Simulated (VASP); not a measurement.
Wanted: the native input for a VASP 6.6.1 run.

| Item | Value |
| --- | --- |
| Task | single point |
| Functional | HSE06 |
| Potentials or basis | VASP PAW PBE potentials, release 64 (Li_sv, Cl) |
| Cutoff | 520 eV |
| k mesh | 4 × 4 × 4 |
| Occupations | gaussian, width 0.01 eV |
| Spin | no spin polarisation |
| Dipole correction | no |
| Grid for exact exchange (PRECFOCK) | Normal |
| Further INCAR settings | ALGO = Normal; EDIFF = 1e-06; NBANDS = 12 |
| Screening parameter | 0.2079 1/Å |

LiCl:

```
CELL_PARAMETERS angstrom
0.00000 2.73304 2.73304
2.73304 0.00000 2.73304
2.73304 2.73304 0.00000
ATOMIC_POSITIONS crystal
Li 0.00000 0.00000 0.00000
Cl 0.25000 0.25000 0.25000
```

These files were run (other wordings do the same):

POSCAR

```
LiCl
1.0
    0.0000000000      2.7330425300      2.7330425300
    2.7330425300      0.0000000000      2.7330425300
    2.7330425300      2.7330425300      0.0000000000
Li Cl
1 1
Direct
    0.0000000000      0.0000000000      0.0000000000
    0.2500000000      0.2500000000      0.2500000000
```

INCAR.step1

```
  ALGO = Normal
  EDIFF = 1E-5
  ENCUT = 520
  GGA = PE
  ISIF = 2
  ISMEAR = 0
  LASPH = True
  LCHARG = False
  LREAL = False
  LWAVE = True
  NBANDS = 12
  NELM = 100
  PREC = Accurate
  SIGMA = 0.01
```

INCAR.step2

```
  ALGO = Normal
  EDIFF = 1E-6
  ENCUT = 520
  GGA = PE
  HFSCREEN = 0.2079
  ISIF = 2
  ISMEAR = 0
  ISTART = 1
  LASPH = True
  LCHARG = False
  LHFCALC = True
  LREAL = False
  LWAVE = False
  NBANDS = 12
  NELM = 100
  PREC = Accurate
  PRECFOCK = Normal
  SIGMA = 0.01
```

KPOINTS

```
k-points
0
Gamma
  4 4 4
```

Potentials or basis: VASP PAW PBE potentials, release 64 (Li_sv, Cl).

Command:

```console
$ cat potpaw_PBE.64/Li_sv/POTCAR potpaw_PBE.64/Cl/POTCAR > POTCAR
$ cp INCAR.step1 INCAR
$ mpirun -np 1 vasp_std > vasp.out
$ cp INCAR.step2 INCAR
$ mpirun -np 1 vasp_std > vasp.out
```

It gave:

| Property | Result |
| --- | --- |
| Band gap on the k mesh | 7.39 eV, direct |

Caveat: the k points lie up to 0.50 Å⁻¹ apart.

Run time: 38 s on 1 thread of Intel(R) Xeon(R) 6975P-C (Granite Rapids), on a shared host, peak memory 0.26 GiB.
